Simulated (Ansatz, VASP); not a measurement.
# Two plane-wave programs on WS2

```
CELL_PARAMETERS angstrom
1.58425 0.91467 6.18381
-1.58425 0.91467 6.18381
0.00000 -1.82933 6.18381
ATOMIC_POSITIONS crystal
W 0.00000 0.00000 0.00000
S 0.75030 0.75030 0.75030
S 0.58100 0.58100 0.58100
```

Change from the starting cell: volume scaled by 1.01, PAW files.

Alike in both runs: task electric field gradients; functional LDA; k mesh 13 × 13 × 13; occupations fermi-dirac, width 0.08 eV; no spin polarisation.

```csv
,VASP,Ansatz
version,VASP 6.6.1,Ansatz 0.2.0
potentials or method,"VASP PAW LDA potentials, release 64 (W_sv, S)","PAW with Ansatz's default frozen-core files, scalar-relativistic"
plane-wave cutoff (eV),520,420
valence electrons in the cell,26,26
```

```tsv
	VASP	Ansatz	Ansatz less VASP
pressure (GPa)	-4.9	-5.2	-0.36
traceless stress, the component that is largest in VASP (GPa)	0.22	0.22	-0.002
rms of the force components (eV/Å)	0.300	0.313	+0.0131
size of Vzz on the site where it differs most (V/Å²)	156.8	173.5	+16.71
```

LDA's correlation is that of Perdew and Zunger in VASP and of Perdew and Wang (1992) in Ansatz. Atom by atom the forces differ by 0.021 eV/Å (rms over components).

Spin-orbit coupling is off throughout.
